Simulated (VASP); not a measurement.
Wanted: the native input for a VASP 6.6.1 run.

| Property | Result |
| --- | --- |
| Task | single point |
| Functional | PBEsol |
| Potentials or basis | VASP PAW PBE potentials, release 64 (Cu) |
| Cutoff | 520 eV |
| k mesh | 22 × 22 × 20 |
| Occupations | gaussian, width 0.15 eV |
| Spin | no spin polarisation |
| Dipole correction | no |
| Further INCAR settings | ALGO = Fast; EDIFF = 1e-07; NBANDS = 18 |

The structure of Cu lies in POSCAR:

```
Cu
1.0
    1.1333331948     -3.8453806926      0.0000000000
    1.1333331948      3.8453806926      0.0000000000
    0.0000000000      0.0000000000      2.3964584993
Cu
2
Direct
    0.1338543804      0.8661456196      0.2500000000
    0.8661456196      0.1338543804      0.7500000000
```

The input as run:

INCAR

```
SYSTEM = Cu
PREC     = Accurate       ! precision mode
ENCUT    = 520            ! plane-wave cutoff, eV
EDIFF    = 1E-7           ! SCF threshold, eV
ISMEAR   = 0              ! smearing method
SIGMA    = 0.15           ! smearing width, eV
LREAL    = .FALSE.        ! projectors in reciprocal space
LASPH    = .TRUE.         ! aspherical terms in the spheres
NELM     = 60             ! most SCF steps
ALGO     = Fast           ! electronic algorithm
ISIF     = 2              ! what is computed and relaxed
LWAVE    = .FALSE.        ! write WAVECAR
LCHARG   = .FALSE.        ! write CHGCAR
GGA      = PS             ! functional
NBANDS   = 18             ! bands
```

KPOINTS

```
regular mesh
0
G
  22 22 20
  0 0 0
```

Potentials or basis: VASP PAW PBE potentials, release 64 (Cu).

Launch:

```bash
$ cat potpaw_PBE.64/Cu/POTCAR > POTCAR
$ mpirun -np 1 vasp_std > vasp.out
```

Results of the run:

The pressure is 27.7 GPa. The largest force is 0.364 eV/Å and the band gap on the k mesh is zero (band 11 reaches 13.44 eV, above the bottom of band 12 at 7.29 eV).

Caveat: the PAW data sets were made with another functional, which shifts forces and pressure a little.

It took 12 min on 1 thread of Intel Xeon 6975P-C (shared host), peak memory 0.53 GiB.
